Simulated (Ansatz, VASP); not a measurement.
**InAs in VASP and in Ansatz**

```xyz
2
Lattice="0.0000 2.6961 3.2343 3.2343 0.0000 3.2343 3.2343 2.6961 0.0000" Properties=species:S:1:pos:R:3 pbc="T T T"
In    0.0000    0.0000    0.0000
As    4.8515    4.0442    4.8515
```

Alike in both runs: task single point; functional PBEsol; k mesh 14 × 14 × 14; occupations gaussian, width 0.15 eV; no spin polarisation.

|  | VASP | Ansatz |
| --- | --- | --- |
| version | VASP 6.6.1 | Ansatz 0.2.0 |
| potentials or method | VASP PAW PBE potentials, release 64 (In_d, As), cutoff 520 eV | scalar-relativistic, plane waves, PAW |
| valence electrons in the cell | 18 | 28 |

|  | VASP | Ansatz | Ansatz less VASP |
| --- | --- | --- | --- |
| gap on the k mesh at the Fermi level (eV) | 0.17 | 0.17 | -0.001 |
| least direct gap on the mesh (eV) | 0.41 | 0.41 | -0.003 |
| pressure (GPa) | -0.6 | -0.7 | -0.07 |
| traceless stress, the component that is largest in VASP (GPa) | 2.82 | 2.83 | +0.011 |

VASP's potentials were made for PBE, not for PBEsol, and Ansatz warns of the same on its side. With one functional, cell and mesh, what is left measures potentials, basis and numerics. VASP's potentials hold 18 valence electrons a cell and Ansatz's 28, so a difference there can come from the potentials and not from the codes.
